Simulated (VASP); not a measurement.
# Ge: single point with PBE

Crystal: Ge.

```
Ge
1.0
     4.02322    0.00000    0.00000
    -2.01161    3.48421    0.00000
     0.00000    0.00000   10.91958
Ge
4
Cartesian
  2.0116 1.1614 4.5300
  0.0000 2.3228 9.9898
  0.0000 0.0000 5.2136
  0.0000 0.0000 10.6734
```

| Quantity | Value |
| --- | --- |
| Program | VASP 6.6.1 |
| Task | single point |
| Functional | PBE |
| Potentials or basis | VASP PAW PBE potentials, release 64 (Ge_d) |
| Cutoff | 520 eV |
| k mesh | 8 × 8 × 3 |
| Occupations | fermi-dirac, width 0.05 eV |
| Spin | no spin polarisation |
| Dipole correction | no |
| Further INCAR settings | ALGO = Normal; EDIFF = 1e-06; NBANDS = 36 |

The pressure is 0.3 GPa and the largest force is 0.026 eV/Å. The band gap on the k mesh is 0.68 eV (least direct gap 0.69 eV).

Forces on the atoms (eV/Å):
```
Ge   0.000  0.000 -0.026
Ge   0.000  0.000 -0.026
Ge   0.000  0.000  0.026
Ge   0.000  0.000  0.026
```

Stress tensor (GPa, compression positive):
```
 0.54  0.00  0.00
 0.00  0.54  0.00
 0.00  0.00 -0.23
```

Levels at points of the mesh, in eV from the valence-band top:
| k point | band 24 | band 25 | band 26 | band 27 | band 28 | band 29 | band 30 | band 31 | band 32 | band 33 |
| --- | --- | --- | --- | --- | --- | --- | --- | --- | --- | --- |
| (0.00, 0.00, 0.00) | -2.96 | -0.13 | -0.13 | -0.12 | -0.12 | 0.83 | 1.00 | 1.98 | 4.16 | 4.21 |
| (0.50, 0.00, 0.00) | -7.08 | -1.69 | -1.66 | -0.96 | -0.76 | 0.92 | 1.15 | 1.95 | 2.02 | 5.38 |

Wall time 57 s on 1 thread of Intel(R) Xeon(R) 6975P-C (Granite Rapids), on a shared host, peak memory 0.29 GiB.

Caveat: an odd mesh through Γ misses points on the zone boundary, where band edges can lie.
